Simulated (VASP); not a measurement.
# ZnSe (F-43m) in VASP: single point with PBE0

Aim: the single point of ZnSe with PBE0.

Everything below comes from runs of VASP 6.6.1. Logs are shortened: lines on timing, memory, paths and dates and some standing lists are left out, and cuts for length are marked.

## Step 1: The cell of the first run

Symmetry: F-43m, No. 216, cubic system. The conventional cell has a = 5.633 Å, b = 5.633 Å, c = 5.633 Å, α = 90.00°, β = 90.00°, γ = 90.00°. Within 3.2 Å of Zn (site symmetry -43m) lie 4 Se at 2.44 Å. Se (site symmetry -43m) has 4 Zn at 2.44 Å within 3.2 Å.

## Step 2: Single point, PBE0

File POSCAR:

```
ZnSe
1.0
    0.0000000000      2.8166860000      2.8166860000
    2.8166860000      0.0000000000      2.8166860000
    2.8166860000      2.8166860000      0.0000000000
Zn Se
1 1
Direct
    0.0000000000      0.0000000000      0.0000000000
    0.2500000000      0.2500000000      0.2500000000
```

File INCAR.step1:

```
PREC = Accurate
ENCUT = 400
EDIFF = 1E-5
ISMEAR = -1
SIGMA = 0.05
LREAL = False
LASPH = True
NELM = 120
ALGO = Normal
ISIF = 2
LWAVE = True
NBANDS = 16
GGA = PE
GGA_COMPAT = False
```

File INCAR.step2:

```
PREC = Accurate
ENCUT = 400
EDIFF = 1E-6
ISMEAR = -1
SIGMA = 0.05
LREAL = False
LASPH = True
NELM = 120
ALGO = Normal
ISIF = 2
LWAVE = False
LCHARG = True
GGA = PE
LHFCALC = True
AEXX = 0.25
PRECFOCK = Normal
LELF = True
LVHAR = True
NBANDS = 16
ISTART = 1
GGA_COMPAT = False
```

File KPOINTS:

```
Automatic mesh
0
Gamma
  7 7 7
```

Potentials or basis: VASP PAW PBE potentials, release 64 (Zn, Se).

Launch:

```
cat potpaw_PBE.64/Zn/POTCAR potpaw_PBE.64/Se/POTCAR > POTCAR
cp INCAR.step1 INCAR
mpirun -np 1 vasp_std > vasp.out
cp INCAR.step2 INCAR
mpirun -np 1 vasp_std > vasp.out
```

OUTCAR:

```text
PREC = Accurate
   ENCUT = 400
   EDIFF = 1E-6
   ISMEAR = -1
   LREAL = False
   LASPH = True
   NELM = 120
   ISIF = 2
   GGA = PE
   LHFCALC = True
   AEXX = 0.25
   PRECFOCK = Normal
   ISTART = 1

 ion  position               nearest neighbor table
   1  0.000  0.000  0.000-   2 2.44   2 2.44   2 2.44   2 2.44
   2  0.250  0.250  0.250-   1 2.44   1 2.44   1 2.44   1 2.44

  LATTYP: Found a face centered cubic cell.
 ALAT       =     5.6333720000

  Lattice vectors:

 A1 = (   0.0000000000,   2.8166860000,   2.8166860000)
 A2 = (   2.8166860000,   0.0000000000,   2.8166860000)
 A3 = (   2.8166860000,   2.8166860000,   0.0000000000)

Analysis of symmetry for initial positions (statically):
=====================================================================
 Subroutine PRICEL returns:
 Original cell was already a primitive cell.

 Routine SETGRP: Setting up the symmetry group for a
 face centered cubic supercell.

 Subroutine GETGRP returns: Found 24 space group operations
 (whereof 24 operations were pure point group operations)
 out of a pool of 48 trial point group operations.

The static configuration has the point symmetry T_d .

Analysis of symmetry for dynamics (positions and initial velocities):
=====================================================================
 Subroutine PRICEL returns:
 Original cell was already a primitive cell.

 Routine SETGRP: Setting up the symmetry group for a
 face centered cubic supercell.

 Subroutine GETGRP returns: Found 24 space group operations
 (whereof 24 operations were pure point group operations)
 out of a pool of 48 trial point group operations.

The dynamic configuration has the point symmetry T_d .

 Subroutine INISYM returns: Found 24 space group operations
 (whereof 24 operations are pure point group operations),
 and found     1 'primitive' translations

----------------------------------------------------------------------------------------

                                     Primitive cell

  volume of cell :      44.6936

  direct lattice vectors                    reciprocal lattice vectors
     0.000000000  2.816686000  2.816686000    -0.177513574  0.177513574  0.177513574
     2.816686000  0.000000000  2.816686000     0.177513574 -0.177513574  0.177513574
     2.816686000  2.816686000  0.000000000     0.177513574  0.177513574 -0.177513574

  length of vectors
     3.983395542  3.983395542  3.983395542     0.307462530  0.307462530  0.307462530

  position of ions in fractional coordinates (direct lattice)
     0.000000000  0.000000000  0.000000000
     0.250000000  0.250000000  0.250000000

  ion indices of the primitive-cell ions
   primitive index   ion index
                 1           1
                 2           2

----------------------------------------------------------------------------------------

 KPOINTS: Automatic mesh

Automatic generation of k-mesh.
 Grid dimensions read from file:
 generate k-points for:    7    7    7

 Generating k-lattice:

  Cartesian coordinates                     Fractional coordinates (reciprocal lattice)
    -0.025359082  0.025359082  0.025359082     0.142857143  0.000000000  0.000000000
     0.025359082 -0.025359082  0.025359082     0.000000000  0.142857143  0.000000000
     0.025359082  0.025359082 -0.025359082     0.000000000  0.000000000  0.142857143

  Length of vectors
     0.043923219  0.043923219  0.043923219

  Shift w.r.t. Gamma in fractional coordinates (k-lattice)
     0.000000000  0.000000000  0.000000000

 Subroutine IBZKPT returns following result:
 ===========================================

 Found     20 irreducible k-points:

 Following reciprocal coordinates:
            Coordinates               Weight
  0.000000  0.000000  0.000000      1.000000
  0.142857  0.000000  0.000000      8.000000
  0.285714  0.000000  0.000000      8.000000
  0.428571  0.000000  0.000000      8.000000
  0.142857  0.142857  0.000000      6.000000
  0.285714  0.142857  0.000000     24.000000
[... 12 lines left out ...]
 -0.428571  0.428571  0.142857     24.000000
 -0.285714  0.428571  0.142857     24.000000
   k-points           NKPTS =     20   k-points in BZ     NKDIM =    343   number of bands    NBANDS=     16
   number of dos      NEDOS =    301   number of ions     NIONS =      2
   total plane-waves  NPLWV =  21952
   dimension x,y,z NGX =    28 NGY =   28 NGZ =   28
   dimension x,y,z NGXF=    56 NGYF=   56 NGZF=   56
   ions per type =               1   1
   NGX,Y,Z   is equivalent  to a cutoff of  11.69, 11.69, 11.69 a.u.
   NGXF,Y,Z  is equivalent  to a cutoff of  23.37, 23.37, 23.37 a.u.
 SYSTEM =  unknown system
   PREC   = accura    normal or accurate (medium, high low for compatibility)
   ISTART =      1    job   : 0-new  1-cont  2-samecut
   ICHARG =      0    charge: 1-file 2-atom 10-const
   ISPIN  =      1    spin polarized calculation?
   LNONCOLLINEAR =      F non collinear calculations
   LSORBIT =      F    spin-orbit coupling
   LASPH  =      T    aspherical Exc in radial PAW
   ENCUT  =  400.0 eV  29.40 Ry    5.42 a.u.   6.50  6.50  6.50*2*pi/ulx,y,z
   NELM   =    120;   NELMIN=  2; NELMDL=  0     # of ELM steps
   EDIFF  = 0.1E-05   stopping-criterion for ELM
   LREAL  =      F    real-space projection
   EDIFFG = 0.1E-04   stopping-criterion for IOM
   NSW    =      0    number of steps for IOM
   IBRION =     -1    ionic relax: 0-MD 1-quasi-New 2-CG
   NFREE  =      0    steps in history (QN), initial steepest desc. (CG)
   ISIF   =      2    stress and relaxation
   ISYM   =      3    0-nonsym 1-usesym 2-fastsym
   POTIM  = 0.5000    time-step for ionic-motion
   TEBEG  =    0.0;   TEEND  =   0.0 temperature during run
   PSTRESS=    0.0 pullay stress
   NELECT =      18.0000    total number of electrons
   NUPDOWN=      -1.0000    fix difference up-down
   EMIN   =  10.00;   EMAX   =-10.00  energy-range for DOS
   EFERMI =   0.00;   METHOD = LEGACY
   ISMEAR =    -1;   SIGMA  =   0.05  broadening in eV -4-tet -1-fermi 0-gaus
   EFERMI_NEDOS =   21; number of points for ismear=-14 and -15
   IALGO  =     38    algorithm
   IMIX   =      1    mixing-type and parameters
     AMIX     =   0.40;   BMIX     =  1.00
     AMIX_MAG =   1.60;   BMIX_MAG =  1.00
  volume/ion in A,a.u.               =      22.35       150.80
  Fermi-wavevector in a.u.,A,eV,Ry     =   1.208975  2.284631 19.886547  1.461620
  Thomas-Fermi vector in A             =   2.344566
   LORBIT       =      0    0 simple, 1 ext, 2 COOP (PROOUT), +10 PAW based schemes
   GGA     = PE    functional components
   LHFCALC =     T    Hartree Fock is set to
   PRECFOCK=normal    Normal, Fast or Accurate (Low or Medium for compatibility)
   ENCUT4O =  -1.0   cutoff for four orbital integrals eV
   NKREDX  =     1    reduce k-point grid by
   NKREDY  =     1    reduce k-point grid by
   NKREDZ  =     1    reduce k-point grid by
   AEXX    =    0.2500 exact exchange contribution
   HFSCREEN=    0.0000 screening length (either q_TF or 0.3 A-1)
   HFSCREENC=   0.0000 screening length for correlation (either q_TF or 0.3 A-1)
   ENCUTFOCK=  -1.0 apply spherical cutoff to Coloumb kernel
   IVDW    =     0    specifies the selected vdW correction
   LEPSILON=     F    determine dielectric tensor
   LRPA    =     F    only Hartree local field effects (RPA)
 non-spin polarized calculation
  energy-cutoff  :      400.00
  volume of cell :       44.69
 maximum number of plane-waves:       869
 NGX is ok and might be reduce to    28
  NGX = 20; NGY = 20; NGZ = 20

 number of electron      18.0000011 magnetization

 Free energy of the ion-electron system (eV)
  ---------------------------------------------------
  ext. energy  EPLUGINS =         0.00000000
  ---------------------------------------------------
  free energy    TOTEN  =        -7.96156797 eV

  energy without entropy =       -7.96156797  energy(sigma->0) =       -7.96156797

 E-fermi :   1.8171     XC(G=0):  -7.4241

 val. band max:        0.7633379259   @ k =   0.0000   0.0000   0.0000
 cond. band min:       3.8848440859   @ k =   0.0000   0.0000   0.0000
 fundamental gap:      3.1215061599
 Fermi energy:         1.8170585297

 k-point     1 :       0.0000    0.0000    0.0000
  band No.  band energies     occupation
      1     -13.8220      2.00000
      2      -7.5376      2.00000
      3      -7.5376      2.00000
      4      -7.5376      2.00000
      5      -7.1917      2.00000
      6      -7.1917      2.00000
[... 8 lines left out ...]
     15      14.2540      0.00000
     16      14.2540      0.00000

 k-point     2 :       0.1429    0.0000    0.0000
  band No.  band energies     occupation
      1     -13.6737      2.00000
      2      -7.5179      2.00000
      3      -7.5179      2.00000
      4      -7.5106      2.00000
      5      -7.1929      2.00000
      6      -7.1929      2.00000
[... 8 lines left out ...]
     15      13.2676      0.00000
     16      13.8166      0.00000

 k-point     3 :       0.2857    0.0000    0.0000
  band No.  band energies     occupation
      1     -13.3089      2.00000
      2      -7.4795      2.00000
      3      -7.4795      2.00000
      4      -7.3792      2.00000
      5      -7.1902      2.00000
      6      -7.1902      2.00000
[... 8 lines left out ...]
     15      13.3629      0.00000
     16      13.3629      0.00000

 k-point     4 :       0.4286    0.0000    0.0000
  band No.  band energies     occupation
      1     -12.9769      2.00000
      2      -7.4557      2.00000
      3      -7.4557      2.00000
      4      -7.1790      2.00000
      5      -7.1790      2.00000
      6      -7.0842      2.00000
[... 8 lines left out ...]
     15      15.2360      0.00000
     16      15.2360      0.00000

 k-point     5 :       0.1429    0.1429    0.0000
  band No.  band energies     occupation
      1     -13.6241      2.00000
      2      -7.5252      2.00000
      3      -7.4996      2.00000
      4      -7.4996      2.00000
      5      -7.2045      2.00000
      6      -7.1832      2.00000
[... 8 lines left out ...]
     15      14.5553      0.00000
     16      14.5623      0.00000

 k-point     6 :       0.2857    0.1429    0.0000
  band No.  band energies     occupation
      1     -13.3298      2.00000
      2      -7.4874      2.00000
      3      -7.4576      2.00000
      4      -7.4248      2.00000
      5      -7.2056      2.00000
      6      -7.1759      2.00000
[... 8 lines left out ...]
     15      14.5844      0.00000
     16      15.1350      0.00000
[... 191 lines left out ...]
 k-point    17 :       0.4286    0.2857    0.1429
  band No.  band energies     occupation
      1     -13.0375      2.00000
      2      -7.4447      2.00000
      3      -7.4218      2.00000
      4      -7.3281      2.00000
      5      -7.1851      2.00000
      6      -7.1503      2.00000
[... 8 lines left out ...]
     15      15.9596      0.00000
     16      16.8332      0.00000

 k-point    18 :      -0.4286    0.2857    0.1429
  band No.  band energies     occupation
      1     -12.7817      2.00000
      2      -7.4219      2.00000
      3      -7.3967      2.00000
      4      -7.2391      2.00000
      5      -7.1823      2.00000
      6      -6.9701      2.00000
[... 8 lines left out ...]
     15      15.3904      0.00000
     16      16.8640      0.00000

 k-point    19 :      -0.4286    0.4286    0.1429
  band No.  band energies     occupation
      1     -12.6755      2.00000
      2      -7.4073      2.00000
      3      -7.3530      2.00000
      4      -7.2787      2.00000
      5      -7.1675      2.00000
      6      -6.9358      2.00000
[... 8 lines left out ...]
     15      16.3639      0.00000
     16      17.6752      0.00000

 k-point    20 :      -0.2857    0.4286    0.1429
  band No.  band energies     occupation
      1     -12.6433      2.00000
      2      -7.4057      2.00000
      3      -7.3587      2.00000
      4      -7.2360      2.00000
      5      -7.1930      2.00000
      6      -6.8545      2.00000
[... 8 lines left out ...]
     15      15.5787      0.00000
     16      18.0495      0.00000

------------------------ aborting loop because EDIFF is reached ----------------------------------------

  FORCE on cell =-STRESS in cart. coord.  units (eV):
  Direction    XX          YY          ZZ          XY          YZ          ZX
  --------------------------------------------------------------------------------------
  -------------------------------------------------------------------------------------
  Total        0.5340340      0.5340340      0.5340340      0.0000000      0.0000000     -0.0000000
  in kB       19.1440659     19.1440659     19.1440659      0.0000000      0.0000000     -0.0000000
  external PRESSURE =      19.1440659 kB  Pullay stress =       0.0000000 kB

 VOLUME and BASIS-vectors are now :
 -----------------------------------------------------------------------------
  energy-cutoff  :      400.00
  volume of cell :       44.69
      direct lattice vectors                 reciprocal lattice vectors
     0.000000000  2.816686000  2.816686000    -0.177513574  0.177513574  0.177513574
     2.816686000  0.000000000  2.816686000     0.177513574 -0.177513574  0.177513574
     2.816686000  2.816686000  0.000000000     0.177513574  0.177513574 -0.177513574

 POSITION                                       TOTAL-FORCE (eV/Angst)
 -----------------------------------------------------------------------------------
      0.00000      0.00000      0.00000        -0.000000     -0.000000     -0.000000
      1.40834      1.40834      1.40834         0.000000      0.000000      0.000000
 -----------------------------------------------------------------------------------
    total drift:                                0.000080      0.000058      0.000042

  FREE ENERGIE OF THE ION-ELECTRON SYSTEM (eV)
  ---------------------------------------------------
  free  energy   TOTEN  =        -7.9615679656 eV

  energy  without entropy=       -7.9615679656  energy(sigma->0) =       -7.96156797
```

Wall time 1.7 h (1 thread of Intel Xeon 8259CL, shared host); peak memory 0.19 GiB.

Results:

* Free energy: -7.9616 eV
* Pressure: 1.9 GPa
* Band gap on the k mesh: 3.12 eV

Caveat: the PAW data sets were made with another functional, which shifts forces and pressure a little.
